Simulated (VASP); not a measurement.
Wanted: the native input for a VASP 6.6.1 run.

- Task: single point
- Functional: r2SCAN
- Potentials or basis: VASP PAW PBE potentials, release 64 (B_h, N_h)
- Cutoff: 910 eV
- k mesh: 10 × 10 × 10
- Occupations: gaussian, width 0.05 eV
- Spin: no spin polarisation
- Dipole correction: no
- Second run: hard_potentials
- Further INCAR settings: ALGO = Normal; EDIFF = 1e-06; NBANDS = 11

BN (Qingsongite):

```
B N
1.0
     0.00000    1.80750    1.80750
     1.80750    0.00000    1.80750
     1.80750    1.80750    0.00000
B N
1 1
Direct
  0.00000 0.00000 0.00000
  0.25000 0.25000 0.25000
```

One way to write it, as run:

POSCAR

```
BN
1.0
    0.0000000000      1.8075000000      1.8075000000
    1.8075000000      0.0000000000      1.8075000000
    1.8075000000      1.8075000000      0.0000000000
B N
1 1
Direct
    0.0000000000      0.0000000000      0.0000000000
    0.2500000000      0.2500000000      0.2500000000
```

INCAR.step1

```
SYSTEM = BN
  ALGO = Normal
  EDIFF = 1E-5
  ENCUT = 910
  GGA = PE
  GGA_COMPAT = .FALSE.
  ISMEAR = 0
  LASPH = .TRUE.
  LCHARG = .FALSE.
  LREAL = .FALSE.
  LWAVE = .TRUE.
  NBANDS = 11
  NELM = 120
  PREC = Accurate
  SIGMA = 0.05
```

INCAR.step2

```
SYSTEM = BN
  ALGO = Normal
  EDIFF = 1E-6
  ENCUT = 910
  GGA_COMPAT = .FALSE.
  ISIF = 2
  ISMEAR = 0
  ISTART = 1
  LASPH = .TRUE.
  LCHARG = .FALSE.
  LMIXTAU = .TRUE.
  LREAL = .FALSE.
  LWAVE = .FALSE.
  METAGGA = R2SCAN
  NBANDS = 11
  NELM = 120
  PREC = Accurate
  SIGMA = 0.05
```

KPOINTS

```
k-points
0
G
  10 10 10
  0 0 0
```

Potentials or basis: VASP PAW PBE potentials, release 64 (B_h, N_h).

Launch:

```console
$ cat potpaw_PBE.64/B_h/POTCAR potpaw_PBE.64/N_h/POTCAR > POTCAR
$ cp INCAR.step1 INCAR
$ mpirun -np 1 vasp_std > vasp.out
$ cp INCAR.step2 INCAR
$ mpirun -np 1 vasp_std > vasp.out
```

It gave:

```yaml
Pressure: -2.3 GPa
Band_gap_on_the_k_mesh: 4.99 eV, indirect (least direct gap 9.55 eV)
```

Caveat: the cutoff is under 1.25 times the usual one of these potentials, so pressure, stress and relaxed cells hold a basis-set (Pulay) error; the PAW data sets were made with another functional, which shifts forces and pressure a little.

Wall time 81 s on 1 thread of AMD EPYC 7R43 64-Core Processor (Zen 3), on a shared host, peak memory 0.12 GiB.
